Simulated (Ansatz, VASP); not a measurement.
## InGa2O: VASP beside Ansatz

```
CELL_PARAMETERS angstrom
2.56433 1.48051 4.40073
-2.56433 1.48051 4.40073
0.00000 -2.96103 4.40073
ATOMIC_POSITIONS crystal
In 0.50000 0.50000 0.50000
Ga 0.86136 0.86136 0.86136
Ga 0.13864 0.13864 0.13864
O 0.00000 0.00000 0.00000
```

Alike in both runs: functional PBE; k mesh 12 × 12 × 12; occupations gaussian, width 0.1 eV; no spin polarisation.

Ansatz relaxed the structure, and its values are those at the end. VASP's run is a single point on that final structure, the one shown.

|  | VASP | Ansatz |
| --- | --- | --- |
| version | VASP 6.6.1 | Ansatz 0.2.0 |
| potentials or method | VASP PAW PBE potentials, release 64 (In_d, Ga_d, O), cutoff 520 eV | scalar-relativistic, plane waves, PAW |
| valence electrons in the cell | 45 | 45 |

Ansatz gave:

```
gap on the k mesh at the Fermi level (eV) : none
pressure (GPa)                            : 0.0
rms of the force components (eV/Å)        : 0.001
```

Problem. Which values does VASP return?

Solution. gap on the k mesh at the Fermi level (eV): none; pressure (GPa): 0.1; rms of the force components (eV/Å): 0.017.

A gap of «none» marks a metal or a gap that the smearing closes.
